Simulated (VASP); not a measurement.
Write the native input for VASP 6.6.1 that does the following.

```yaml
Task: single point
Functional: PBEsol
Potentials_or_basis: VASP PAW PBE potentials, release 64 (Hf_pv, O)
Cutoff: 520 eV
k_mesh: 6 × 6 × 8
Occupations: fermi-dirac, width 0.05 eV
Spin: no spin polarisation
Dipole_correction: no
Further_INCAR_settings: ALGO = Normal; EDIFF = 1e-06; NBANDS = 31
```

The structure of HfO2 lies in POSCAR:

```
HfO2
1.0
    4.7812264260      0.0000000000      0.0000000000
    0.0000000000      4.7812264260      0.0000000000
    0.0000000000      0.0000000000      3.1839019067
Hf O
2 4
Direct
    0.5000000000      0.5000000000      0.5000000000
    0.0000000000      0.0000000000      0.0000000000
    0.8050448800      0.1949551200      0.5000000000
    0.6949551200      0.6949551200      0.0000000000
    0.3050448800      0.3050448800      0.0000000000
    0.1949551200      0.8050448800      0.5000000000
```

This cell differs from its parent crystal: volume scaled by 0.98.

One way to write it, as run:

INCAR

```
SYSTEM = HfO2
  PREC = Accurate
  ENCUT = 520
  EDIFF = 1E-6
  ISMEAR = -1
  SIGMA = 0.05
  LREAL = .False.
  LASPH = .True.
  NELM = 100
  ALGO = Normal
  ISIF = 2
  LWAVE = .False.
  LCHARG = .False.
  GGA = PS
  NBANDS = 31
```

KPOINTS

```
Automatic mesh
0
Gamma
  6 6 8
  0 0 0
```

Potentials or basis: VASP PAW PBE potentials, release 64 (Hf_pv, O).

Launch:

```bash
$ cat potpaw_PBE.64/Hf_pv/POTCAR potpaw_PBE.64/O/POTCAR > POTCAR
$ mpirun -np 1 vasp_std > vasp.out
```

It gave:

| Quantity | Value |
| --- | --- |
| Pressure | 4.0 GPa |
| Largest force | 0.036 eV/Å |
| Band gap on the k mesh | 3.95 eV, direct |

Caveat: the PAW data sets were made with another functional, which shifts forces and pressure a little; spin-orbit coupling is left out, which moves the levels of the heavy elements.

Wall time 33 s on 1 thread of Intel(R) Xeon(R) 6975P-C (Granite Rapids) (shared host), peak memory 0.23 GiB.
